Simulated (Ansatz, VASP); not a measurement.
## BAs: VASP beside Ansatz

```
B As
1.0
     0.00000    2.42870    2.42870
     2.42870    0.00000    2.42870
     2.42870    2.42870    0.00000
B As
1 1
Direct
  0.00000 0.00000 0.00000
  0.25000 0.25000 0.25000
```

Change from the starting cell: hydrostatic strain +1.5%.

Alike in both runs: task single point; functional HSE06; k mesh 6 × 6 × 6; no spin polarisation.

```csv
,VASP,Ansatz
version,VASP 6.6.1,Ansatz 0.2.0
potentials or method,"VASP PAW PBE potentials, release 64 (B, As)","plane waves, PAW"
plane-wave cutoff (eV),420,420
occupations,"gaussian, width 0.01 eV",fixed
valence electrons in the cell,8,18
```

Ansatz gave:

| Property | Result |
| --- | --- |
| gap on the k mesh at the Fermi level (eV) | 1.97 |

Estimate VASP's values.

gap on the k mesh at the Fermi level (eV): 1.98.

VASP's potentials hold 8 valence electrons a cell and Ansatz's 18, so a difference there can come from the potentials and not from the codes. Ansatz's warnings: stress exchange threshold loose, stress scf threshold loose.
